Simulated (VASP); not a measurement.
# Ir (Immm) in VASP: notebook

Runs on Ir. Level: PBEsol. Tasks: single point.

All numbers are computed with VASP 6.6.1; they aren't measurements. Logs are shortened: lines on timing, memory, paths and dates and some standing lists are left out, and cuts for length are marked.

## (1) The cell of the first run

The structure is orthorhombic, space group Immm (No. 71). The conventional cell has a = 2.654 Å, b = 2.763 Å, c = 3.830 Å, α = 90.00°, β = 90.00°, γ = 90.00°. Ir (site symmetry mmm) has 12 Ir at 2.65 to 2.76 Å within 3.5 Å.

## (2) Single point, PBEsol (strain -0.0400 x Voigt [0, 0, 0, 0, 0, 1])

Contents of INCAR:

```
SYSTEM = Ir
  PREC = Accurate
  ENCUT = 520
  EDIFF = 1E-6
  ISMEAR = 0
  SIGMA = 0.15
  LREAL = .False.
  LASPH = .True.
  NELM = 80
  ALGO = Fast
  ISIF = 2
  LWAVE = .False.
  LCHARG = .False.
  GGA = PS
  NBANDS = 10
```

Contents of KPOINTS:

```
Automatic mesh
0
Gamma
  26 26 26
  0 0 0
```

Contents of POSCAR:

```
Ir
1.0
   -0.0383023041      1.9151152071      1.9151152071
    1.9151152071     -0.0383023041      1.9151152071
    1.8768129030      1.8768129030      0.0000000000
Ir
1
Direct
    0.0000000000      0.0000000000      0.0000000000
```

Potentials or basis: VASP PAW PBE potentials, release 64 (Ir).

Run with:

```console
cat potpaw_PBE.64/Ir/POTCAR > POTCAR
mpirun -np 1 vasp_std > vasp.out
```

OUTCAR:

```text
SYSTEM = Ir
   PREC = Accurate
   ENCUT = 520
   EDIFF = 1E-6
   ISMEAR = 0
   LREAL = .False.
   LASPH = .True.
   NELM = 80
   ISIF = 2
   GGA = PS

 ion  position               nearest neighbor table
   1  0.000  0.000  0.000-

  LATTYP: Found a body centered orthorhombic cell.
 ALAT       =     2.6542142615
 B/A-ratio  =     1.0408163265
 C/A-ratio  =     1.4430750636

  Lattice vectors:

 A1 = (   0.0383023041,  -1.9151152071,  -1.9151152071)
 A2 = (  -0.0383023041,   1.9151152071,  -1.9151152071)
 A3 = (   1.9151152071,  -0.0383023041,   1.9151152071)

Analysis of symmetry for initial positions (statically):
=====================================================================
 Subroutine PRICEL returns:
 Original cell was already a primitive cell.

 Routine SETGRP: Setting up the symmetry group for a
 body centered orthorhombic supercell.

 Subroutine GETGRP returns: Found  8 space group operations
 (whereof  8 operations were pure point group operations)
 out of a pool of  8 trial point group operations.

The static configuration has the point symmetry D_2h.

Analysis of symmetry for dynamics (positions and initial velocities):
=====================================================================
 Subroutine PRICEL returns:
 Original cell was already a primitive cell.

 Routine SETGRP: Setting up the symmetry group for a
 body centered orthorhombic supercell.

 Subroutine GETGRP returns: Found  8 space group operations
 (whereof  8 operations were pure point group operations)
 out of a pool of  8 trial point group operations.

The dynamic configuration has the point symmetry D_2h.

 Subroutine INISYM returns: Found  8 space group operations
 (whereof  8 operations are pure point group operations),
 and found     1 'primitive' translations

----------------------------------------------------------------------------------------

                                     Primitive cell

  volume of cell :      14.0424

  direct lattice vectors                    reciprocal lattice vectors
    -0.038302304  1.915115207  1.915115207    -0.255961666  0.255961666  0.261080899
     1.915115207 -0.038302304  1.915115207     0.255961666 -0.255961666  0.261080899
     1.876812903  1.876812903  0.000000000     0.266409081  0.266409081 -0.261080899

  length of vectors
     2.708652724  2.708652724  2.654214261     0.446313774  0.446313774  0.458378482

  position of ions in fractional coordinates (direct lattice)
     0.000000000  0.000000000  0.000000000

  ion indices of the primitive-cell ions
   primitive index   ion index
                 1           1

----------------------------------------------------------------------------------------

 KPOINTS: Automatic mesh

Automatic generation of k-mesh.
 Grid dimensions read from file:
 generate k-points for:   26   26   26

 Generating k-lattice:

  Cartesian coordinates                     Fractional coordinates (reciprocal lattice)
    -0.009844679  0.009844679  0.010041573     0.038461538 -0.000000000  0.000000000
     0.009844679 -0.009844679  0.010041573    -0.000000000  0.038461538  0.000000000
     0.010246503  0.010246503 -0.010041573     0.000000000  0.000000000  0.038461538

  Length of vectors
     0.017165914  0.017165914  0.017629942

  Shift w.r.t. Gamma in fractional coordinates (k-lattice)
     0.000000000  0.000000000  0.000000000

 Subroutine IBZKPT returns following result:
 ===========================================

 Found   2471 irreducible k-points:

 Following reciprocal coordinates:
            Coordinates               Weight
  0.000000  0.000000  0.000000      1.000000
  0.038462  0.000000  0.000000      4.000000
  0.076923  0.000000  0.000000      4.000000
  0.115385 -0.000000  0.000000      4.000000
  0.153846 -0.000000  0.000000      4.000000
  0.192308 -0.000000  0.000000      4.000000
[... 16 lines left out ...]
  0.346154  0.038462  0.000000      4.000000
  0.384615  0.038462  0.000000      4.000000
 [... further k-points ...]
   k-points           NKPTS =   2471   k-points in BZ     NKDIM =   2471   number of bands    NBANDS=     10
   number of dos      NEDOS =    301   number of ions     NIONS =      1
   total plane-waves  NPLWV =   8000
   dimension x,y,z NGX =    20 NGY =   20 NGZ =   20
   dimension x,y,z NGXF=    40 NGYF=   40 NGZF=   40
   ions per type =               1
   NGX,Y,Z   is equivalent  to a cutoff of  12.28, 12.28, 12.53 a.u.
   NGXF,Y,Z  is equivalent  to a cutoff of  24.55, 24.55, 25.05 a.u.
 SYSTEM =  Ir
   PREC   = accura    normal or accurate (medium, high low for compatibility)
   ISTART =      0    job   : 0-new  1-cont  2-samecut
   ICHARG =      2    charge: 1-file 2-atom 10-const
   ISPIN  =      1    spin polarized calculation?
   LNONCOLLINEAR =      F non collinear calculations
   LSORBIT =      F    spin-orbit coupling
   LASPH  =      T    aspherical Exc in radial PAW
   ENCUT  =  520.0 eV  38.22 Ry    6.18 a.u.   5.04  5.04  4.94*2*pi/ulx,y,z
[... 62 lines left out ...]
      4       6.7541      2.00000
      5       9.1961      2.00000
      6       9.2074      2.00000
      7      24.6623      0.00000
      8      29.6700      0.00000
      9      30.3251      0.00000
     10      30.9682      0.00000

 k-point     2 :       0.0385    0.0000    0.0000
  band No.  band energies     occupation
      1      -0.8303      2.00000
      2       6.1101      2.00000
      3       6.3744      2.00000
      4       6.7821      2.00000
      5       9.1817      2.00000
      6       9.1914      2.00000
      7      24.7719      0.00000
      8      29.4298      0.00000
      9      30.3245      0.00000
     10      31.0710      0.00000

 k-point     3 :       0.0769    0.0000    0.0000
  band No.  band energies     occupation
      1      -0.6399      2.00000
      2       6.0565      2.00000
      3       6.4031      2.00000
      4       6.8607      2.00000
      5       9.1453      2.00000
      6       9.1505      2.00000
      7      25.0884      0.00000
      8      28.6759      0.00000
      9      30.5767      0.00000
     10      31.3753      0.00000

 k-point     4 :       0.1154   -0.0000    0.0000
  band No.  band energies     occupation
      1      -0.3336      2.00000
      2       5.9522      2.00000
      3       6.4717      2.00000
      4       6.9732      2.00000
      5       9.1054      2.00000
      6       9.1081      2.00000
      7      25.5730      0.00000
      8      27.6875      0.00000
      9      31.0839      0.00000
     10      31.8688      0.00000

 k-point     5 :       0.1538   -0.0000    0.0000
  band No.  band energies     occupation
      1       0.0697      2.00000
      2       5.8320      2.00000
      3       6.5525      2.00000
      4       7.0887      2.00000
      5       9.0891      2.00000
      6       9.1064      2.00000
      7      26.1506      0.00000
      8      26.6366      0.00000
      9      31.7846      0.00000
     10      32.5311      0.00000

 k-point     6 :       0.1923   -0.0000    0.0000
  band No.  band energies     occupation
      1       0.5385      2.00000
      2       5.7457      2.00000
      3       6.6084      2.00000
      4       7.1663      2.00000
      5       9.1402      2.00000
      6       9.1854      2.00000
      7      25.5717      0.00000
      8      26.6876      0.00000
      9      32.6330      0.00000
     10      33.3313      0.00000
[... 183 lines left out ...]
 k-point    21 :       0.2692    0.0385    0.0000
  band No.  band energies     occupation
      1       1.3879      2.00000
      2       5.7724      2.00000
      3       6.6041      2.00000
      4       7.1945      2.00000
      5       9.2006      2.00000
      6       9.8104      2.00000
      7      23.8103      0.00000
      8      27.0204      0.00000
      9      33.7438      0.00000
     10      33.7801      0.00000

 k-point    22 :       0.3077    0.0385    0.0000
  band No.  band energies     occupation
      1       1.7541      2.00000
      2       6.0537      2.00000
      3       6.5125      2.00000
      4       7.1113      2.00000
      5       9.5482      2.00000
      6      10.1569      1.93739
      7      22.6370      0.00000
      8      26.5738      0.00000
      9      33.6034      0.00000
     10      33.8838      0.00000

 k-point    23 :       0.3462    0.0385    0.0000
  band No.  band energies     occupation
      1       1.9887      2.00000
      2       6.3398      2.00000
      3       6.6143      2.00000
      4       7.0049      2.00000
      5       9.9627      1.99978
      6      10.5304      0.09705
      7      21.3877      0.00000
      8      25.9468      0.00000
      9      32.8256      0.00000
     10      33.0769      0.00000

 k-point    24 :       0.3846    0.0385    0.0000
  band No.  band energies     occupation
      1       2.1058      2.00000
      2       6.2458      2.00000
      3       6.8975      2.00000
      4       7.2684      2.00000
      5      10.4023      0.65148
      6      10.8844      0.00000
      7      20.1044      0.00000
      8      25.3611      0.00000
      9      31.9827      0.00000
     10      32.0309      0.00000

 [... further k-points ...]

------------------------ aborting loop because EDIFF is reached ----------------------------------------

  FORCE on cell =-STRESS in cart. coord.  units (eV):
  Direction    XX          YY          ZZ          XY          YZ          ZX
  --------------------------------------------------------------------------------------
  -------------------------------------------------------------------------------------
  Total        0.1872626      0.1872626      0.0756912      1.0117811      0.0000000      0.0000000
  in kB       21.3658774     21.3658774      8.6360520    115.4399614      0.0000000      0.0000000
  external PRESSURE =      17.1226023 kB  Pullay stress =       0.0000000 kB

 VOLUME and BASIS-vectors are now :
 -----------------------------------------------------------------------------
  energy-cutoff  :      520.00
  volume of cell :       14.04
      direct lattice vectors                 reciprocal lattice vectors
    -0.038302304  1.915115207  1.915115207    -0.255961666  0.255961666  0.261080899
     1.915115207 -0.038302304  1.915115207     0.255961666 -0.255961666  0.261080899
     1.876812903  1.876812903  0.000000000     0.266409081  0.266409081 -0.261080899

 POSITION                                       TOTAL-FORCE (eV/Angst)
 -----------------------------------------------------------------------------------
      0.00000      0.00000      0.00000         0.000000      0.000000     -0.000000
 -----------------------------------------------------------------------------------
    total drift:                                0.000000      0.000000     -0.000000

  FREE ENERGIE OF THE ION-ELECTRON SYSTEM (eV)
  ---------------------------------------------------
  free  energy   TOTEN  =        -9.8055450099 eV

  energy  without entropy=       -9.7962415735  energy(sigma->0) =       -9.80089329
```

Run time: 6.8 min. Hardware: 1 thread of Intel Xeon 8259CL, shared host; peak memory 0.46 GiB.

Results:

- Free energy: -9.8055 eV
- Pressure: 1.7 GPa
- Band gap on the k mesh: zero (an odd number of electrons rules out a gap without spin polarisation)

Stress tensor (GPa, compression positive):
```
 2.14 11.54  0.00
11.54  2.14  0.00
 0.00  0.00  0.86
```

Caveat: the cell differs from its parent crystal (strain -0.0400 x Voigt [0, 0, 0, 0, 0, 1]); the PAW data sets were made with another functional, which shifts forces and pressure a little; spin-orbit coupling is left out, which moves the levels of the heavy elements.

## (3) Single point, PBEsol (strain +0.0300 x Voigt [0, 0, 0, 0, 0, 1])

Contents of INCAR:

```
SYSTEM = Ir
ALGO     = Fast           ! electronic algorithm
EDIFF    = 1E-6           ! SCF threshold, eV
ENCUT    = 520            ! plane-wave cutoff, eV
GGA      = PS             ! functional
ISIF     = 2              ! what is computed and relaxed
ISMEAR   = 0              ! smearing method
LASPH    = .TRUE.         ! aspherical terms in the spheres
LCHARG   = .FALSE.        ! write CHGCAR
LREAL    = .FALSE.        ! projectors in reciprocal space
LWAVE    = .FALSE.        ! write WAVECAR
NBANDS   = 10             ! bands
NELM     = 60             ! most SCF steps
PREC     = Accurate       ! precision mode
SIGMA    = 0.15           ! smearing width, eV
```

Contents of KPOINTS:

```
k-points
0
G
  26 26 26
  0 0 0
```

Contents of POSCAR:

```
Ir
1.0
    0.0287267281      1.9151152071      1.9151152071
    1.9151152071      0.0287267281      1.9151152071
    1.9438419352      1.9438419352      0.0000000000
Ir
1
Direct
    0.0000000000      0.0000000000      0.0000000000
```

Potentials or basis: VASP PAW PBE potentials, release 64 (Ir).

Run with:

```console
cat potpaw_PBE.64/Ir/POTCAR > POTCAR
mpirun -np 1 vasp_std > vasp.out
```

Run time: 7.6 min. Hardware: 1 thread of Intel Xeon 8259CL, shared host; peak memory 0.46 GiB.

The run converged. Its results:

* Free energy: -9.8144 eV
* Pressure: 1.4 GPa
* Band gap on the k mesh: zero (an odd number of electrons rules out a gap without spin polarisation)

Stress tensor (GPa, compression positive):
```
 1.60 -8.65  0.00
-8.65  1.60  0.00
 0.00  0.00  0.88
```

Levels at points of the mesh, in eV from the Fermi level:
```csv
k point,band 1,band 2,band 3,band 4,band 5,band 6,band 7,band 8
"(0.00, 0.00, 0.00)",-11.25,-4.16,-3.96,-3.68,-1.17,-1.16,14.31,19.47
"(0.50, 0.00, 0.00)",-8.17,-4.26,-3.86,-0.66,0.86,1.10,7.56,13.73
"(0.50, 0.50, 0.00)",-8.01,-7.43,0.92,1.52,1.53,1.66,10.58,11.15
"(0.00, 0.00, 0.50)",-8.24,-4.20,-3.79,-0.97,0.76,1.02,7.10,13.98
"(0.50, 0.00, 0.50)",-8.01,-7.43,0.87,1.51,1.56,1.67,10.60,11.72
```

Caveat: the cell differs from its parent crystal (strain +0.0300 x Voigt [0, 0, 0, 0, 0, 1]); the PAW data sets were made with another functional, which shifts forces and pressure a little; spin-orbit coupling is left out, which moves the levels of the heavy elements.

## (4) Single point, PBEsol (strain -0.0200 x Voigt [0, 0, 0, 0, 0, 1])

Contents of INCAR:

```
PREC = Accurate ; ENCUT = 520
EDIFF = 1E-6 ; ISMEAR = 0
SIGMA = 0.15 ; LREAL = False
LASPH = True ; NELM = 100
ALGO = Fast ; ISIF = 2
LWAVE = False ; LCHARG = True
GGA = PS ; LELF = True
LVHAR = True ; NBANDS = 10
```

Contents of KPOINTS:

```
regular mesh
0
Gamma
  26 26 26
```

Contents of POSCAR:

```
Ir
1.0
   -0.0191511521      1.9151152071      1.9151152071
    1.9151152071     -0.0191511521      1.9151152071
    1.8959640550      1.8959640550      0.0000000000
Ir
1
Direct
    0.0000000000      0.0000000000      0.0000000000
```

Run with:

```console
cat potpaw_PBE.64/Ir/POTCAR > POTCAR
mpirun -np 1 vasp_std > vasp.out
```

Run time: 6.4 min. Hardware: 1 thread of Intel Xeon 8259CL, shared host; peak memory 0.46 GiB.

It converged, with:

```yaml
Free_energy: -9.8208 eV
Pressure: 1.1 GPa
Band_gap_on_the_k_mesh: zero (an odd number of electrons rules out a gap without spin polarisation)
```

Stress tensor (GPa, compression positive):
```
1.22 5.76 0.00
5.76 1.22 0.00
0.00 0.00 0.90
```

Levels at points of the mesh, in eV from the Fermi level:
```
           k point  band 1  band 2  band 3  band 4  band 5  band 6  band 7  band 8  band 9
(0.00, 0.00, 0.00)  -11.25   -4.08   -3.94   -3.77   -1.18   -1.17   14.32   19.62   19.95
(0.50, 0.00, 0.00)   -8.23   -4.14   -3.87   -0.92    0.82    0.99    7.17   13.94   19.80
(0.50, 0.50, 0.00)   -8.01   -7.43    0.92    1.51    1.52    1.66   10.58   11.33   12.10
(0.00, 0.00, 0.50)   -8.18   -4.18   -3.92   -0.72    0.88    1.05    7.48   13.77   19.53
(0.50, 0.00, 0.50)   -8.01   -7.43    0.89    1.51    1.53    1.67   10.59   11.71   11.72
```

Caveat: the cell differs from its parent crystal (strain -0.0200 x Voigt [0, 0, 0, 0, 0, 1]); the PAW data sets were made with another functional, which shifts forces and pressure a little; spin-orbit coupling is left out, which moves the levels of the heavy elements.

## (5) Single point, PBEsol (strain +0.0100 x Voigt [0, 0, 0, 0, 0, 1])

Contents of INCAR:

```
SYSTEM = Ir
PREC = Accurate
ENCUT = 520
EDIFF = 1E-6
ISMEAR = 0
SIGMA = 0.15
LREAL = .False.
LASPH = .True.
NELM = 100
ALGO = Fast
ISIF = 2
LWAVE = .False.
LCHARG = .False.
GGA = PS
NBANDS = 10
```

Contents of KPOINTS:

```
Automatic mesh
0
Gamma
  26 26 26
  0 0 0
```

Contents of POSCAR:

```
Ir
1.0
    0.0095755760      1.9151152071      1.9151152071
    1.9151152071      0.0095755760      1.9151152071
    1.9246907831      1.9246907831      0.0000000000
Ir
1
Direct
    0.0000000000      0.0000000000      0.0000000000
```

Run with:

```console
cat potpaw_PBE.64/Ir/POTCAR > POTCAR
mpirun -np 1 vasp_std > vasp.out
```

Run time: 6.2 min. Hardware: 1 thread of Intel Xeon 8259CL, shared host; peak memory 0.46 GiB.

The run converged. Its results:

```
Free energy            : -9.8245 eV
Pressure               : 1.0 GPa
Band gap on the k mesh : zero (an odd number of electrons rules out a gap without spin polarisation)
```

Stress tensor (GPa, compression positive):
```
 0.99 -2.88  0.00
-2.88  0.99  0.00
 0.00  0.00  0.91
```

Levels at points of the mesh, in eV from the Fermi level:
```tsv
k point	band 1	band 2	band 3	band 4	band 5	band 6	band 7	band 8
(0.00, 0.00, 0.00)	-11.25	-4.01	-3.93	-3.85	-1.18	-1.18	14.32	19.78
(0.50, 0.00, 0.00)	-8.19	-4.11	-3.97	-0.77	0.91	0.99	7.39	13.81
(0.50, 0.50, 0.00)	-8.01	-7.43	0.91	1.51	1.52	1.66	10.58	11.52
(0.00, 0.00, 0.50)	-8.21	-4.09	-3.95	-0.87	0.88	0.96	7.24	13.89
(0.50, 0.00, 0.50)	-8.01	-7.43	0.91	1.51	1.52	1.66	10.58	11.71
```

Caveat: the cell differs from its parent crystal (strain +0.0100 x Voigt [0, 0, 0, 0, 0, 1]); the PAW data sets were made with another functional, which shifts forces and pressure a little; spin-orbit coupling is left out, which moves the levels of the heavy elements.

## (6) The runs side by side

```csv
cell,gap on the mesh (eV),pressure (GPa)
"a = 2.709, b = 2.709, c = 2.654 Å, angles 60.7, 60.7, 61.3°, 1 atom",none,1.7
"a = 2.709, b = 2.709, c = 2.749 Å, angles 59.5, 59.5, 59.0°, 1 atom",none,1.4
"a = 2.708, b = 2.708, c = 2.681 Å, angles 60.3, 60.3, 60.7°, 1 atom",none,1.1
"a = 2.708, b = 2.708, c = 2.722 Å, angles 59.8, 59.8, 59.7°, 1 atom",none,1.0
```

Alike in all rows: task single point; level PBEsol; potentials or basis VASP PAW PBE potentials, release 64 (Ir); no spin polarisation; k mesh 26 × 26 × 26; cutoff (eV) 520; smearing gaussian 0.15 eV.

Caveats: the PAW data sets were made with another functional, which shifts forces and pressure a little; spin-orbit coupling is left out, which moves the levels of the heavy elements.

Total energies depend on the potentials used, so only differences within one code and one set of settings carry meaning.
